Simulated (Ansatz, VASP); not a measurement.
**One calculation of GaN, two programs**

```
Ga N
1.0
     0.00000    2.13650    2.13650
     2.13650    0.00000    2.13650
     2.13650    2.13650    0.00000
Ga N
1 1
Cartesian
  0.0000 0.0000 0.0000
  1.0683 1.0683 1.0683
```

Change from the starting cell: hydrostatic strain -5.0%.

Alike in both runs: task single point; functional r2SCAN; k mesh 10 × 10 × 10; no spin polarisation.

```csv
,VASP,Ansatz
version,VASP 6.6.1,Ansatz 0.2.0
potentials or method,"VASP PAW PBE potentials, release 64 (Ga_d, N)","plane waves, PAW"
plane-wave cutoff (eV),520,500
occupations,"gaussian, width 0.01 eV",fixed
valence electrons in the cell,18,18
```

```tsv
	VASP	Ansatz	Ansatz less VASP
gap on the k mesh at the Fermi level (eV)	3.18	3.20	+0.018
pressure (GPa)	44.0	42.0	-1.97
```

VASP's potentials were made for PBE, not for r2SCAN. Both programs put the cell under a high pressure, so it lies far from rest at this level.
